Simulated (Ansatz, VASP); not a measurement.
Two plane-wave programs on Ca2BO6

File INCAR:

```
SYSTEM = Ca2BO6
PREC = Accurate ; ENCUT = 520
EDIFF = 1E-6 ; ISMEAR = 0
SIGMA = 0.1 ; LREAL = .FALSE.
LASPH = .TRUE. ; NELM = 150
ALGO = Normal ; ISIF = 2
LWAVE = .FALSE. ; LCHARG = .FALSE.
ISPIN = 2 ; MAGMOM = 0 0 0 1 1 1 1 1 1
LORBIT = 11 ; GGA = PE
NBANDS = 44
```

KPOINTS

```
Automatic mesh
0
G
  4 4 4
  0 0 0
```

File POSCAR:

```
Ca2BO6
1.0
    0.0000000000      3.5609969100      3.5609969100
    3.5609969100      0.0000000000      3.5609969100
    3.5609969100      3.5609969100      0.0000000000
Ca B O
2 1 6
Direct
    0.2500000000      0.2500000000      0.2500000000
    0.7500000000      0.7500000000      0.7500000000
    0.0000000000      0.0000000000      0.0000000000
    0.7533882000      0.2466118000      0.2466118000
    0.2466118000      0.7533882000      0.2466118000
    0.2466118000      0.2466118000      0.7533882000
    0.2466118000      0.7533882000      0.7533882000
    0.7533882000      0.2466118000      0.7533882000
    0.7533882000      0.7533882000      0.2466118000
```

Input for Ansatz:

```yaml
crystal:
  lattice:
    - [0.0, 3.56099691, 3.56099691]
    - [3.56099691, 0.0, 3.56099691]
    - [3.56099691, 3.56099691, 0.0]
  atoms:
    - { symbol: Ca, position: [0.25, 0.25, 0.25] }
    - { symbol: Ca, position: [0.75, 0.75, 0.75] }
    - { symbol: B, position: [0.0, 0.0, 0.0] }
    - { symbol: O, position: [0.7533882, 0.2466118, 0.2466118], spin: 1.0 }
    - { symbol: O, position: [0.2466118, 0.7533882, 0.2466118], spin: 1.0 }
    - { symbol: O, position: [0.2466118, 0.2466118, 0.7533882], spin: 1.0 }
    - { symbol: O, position: [0.2466118, 0.7533882, 0.7533882], spin: 1.0 }
    - { symbol: O, position: [0.7533882, 0.2466118, 0.7533882], spin: 1.0 }
    - { symbol: O, position: [0.7533882, 0.7533882, 0.2466118], spin: 1.0 }
basis:
  ecutwfc: 420
kpoints:
  mp_grid: { grid: [4, 4, 4] }
hamiltonian:
  xc: pbe
scf:
  occupations: { method: gaussian, width: 0.1 }
  lower_state_search: "off"
output:
  forces: true
  stress: true
  eigenvalues: true
  populations: true
magnetization:
  spin_polarized: true
```

Alike in both runs: task single point; functional PBE; k mesh 4 × 4 × 4; occupations gaussian, width 0.1 eV; collinear spin.

|  | VASP | Ansatz |
| --- | --- | --- |
| version | VASP 6.6.1 | Ansatz 0.2.0 |
| potentials or method | VASP PAW PBE potentials, release 64 (Ca_sv, B, O), cutoff 520 eV | scalar-relativistic, plane waves, PAW |
| valence electrons in the cell | 59 | 59 |

Ansatz gave:

| Quantity | Value |
| --- | --- |
| gap on the k mesh at the Fermi level (eV) | none |
| pressure (GPa) | -2.9 |
| rms of the force components (eV/Å) | 0.867 |
| net moment per atom (μB) | 0.56 |
| size of the moment on the site where the two differ most (μB) | 0.03 |

Question: What did VASP give for the same quantities?

Answer: gap on the k mesh at the Fermi level (eV): none; pressure (GPa): -2.4; rms of the force components (eV/Å): 0.859; net moment per atom (μB): 0.56; size of the moment on the site where the two differ most (μB): 0.06.

Site moments also hang on the region over which each program counts them. Atom by atom the forces differ by 0.008 eV/Å (rms over components). A gap of «none» marks a metal or a gap that the smearing closes.

The k mesh is coarse, so the values compare programs but aren't converged.
